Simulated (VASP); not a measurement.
A run of VASP 6.6.1:

The input INCAR:

```
SYSTEM = Sb
ALGO = Normal
EDIFF = 1E-8
ENCUT = 400
GGA = PS
GGA_COMPAT = .False.
ISIF = 2
ISMEAR = -1
LASPH = .True.
LCHARG = .False.
LEFG = .True.
LREAL = .False.
LWAVE = .False.
NBANDS = 8
NELM = 120
PREC = Accurate
SIGMA = 0.05
```

File KPOINTS:

```
k-points
0
Gamma
  13 13 13
  0 0 0
```

File POSCAR:

```
Sb
1.0
    3.1600000000      0.0000000000      0.0000000000
    0.0000000000      3.1600000000      0.0000000000
    0.0000000000      0.0000000000      3.0652000000
Sb
1
Direct
    0.0000000000      0.0000000000      0.0000000000
```

Potentials or basis: VASP PAW PBE potentials, release 64 (Sb).

Run with:

```sh
$ cat potpaw_PBE.64/Sb/POTCAR > POTCAR
$ mpirun -np 1 vasp_std > vasp.out
```

Hardware: 1 thread of AMD EPYC 7R13, with other jobs on the host.

How long does it take, and how much memory?

Run time: 34 s on 1 thread of AMD EPYC 7R13, on a shared host, peak memory 0.12 GiB. Counts: scf iterations 14, k points 196.
